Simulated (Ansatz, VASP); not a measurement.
## K: VASP beside Ansatz

```
K
1.0
    -2.66932    2.66932    2.66932
     2.66932   -2.66932    2.66932
     2.66932    2.66932   -2.66932
K
1
Direct
  0.00000 0.00000 0.00000
```

Alike in both runs: functional r2SCAN; k mesh 12 × 12 × 12; occupations gaussian, width 0.1 eV; no spin polarisation.

Ansatz relaxed the structure, and its values are those at the end. VASP's run is a single point on that final structure, the one shown.

```csv
,VASP,Ansatz
version,VASP 6.6.1,Ansatz 0.2.0
potentials or method,"VASP PAW PBE potentials, release 64 (K_sv), cutoff 520 eV","scalar-relativistic, plane waves, PAW"
valence electrons in the cell,9,9
```

```tsv
	VASP	Ansatz	Ansatz less VASP
gap on the k mesh at the Fermi level (eV)	none	none	-
pressure (GPa)	0.0	0.0	+0.03
```

VASP's potentials were made for PBE, not for r2SCAN. A gap of «none» marks a metal or a gap that the smearing closes.
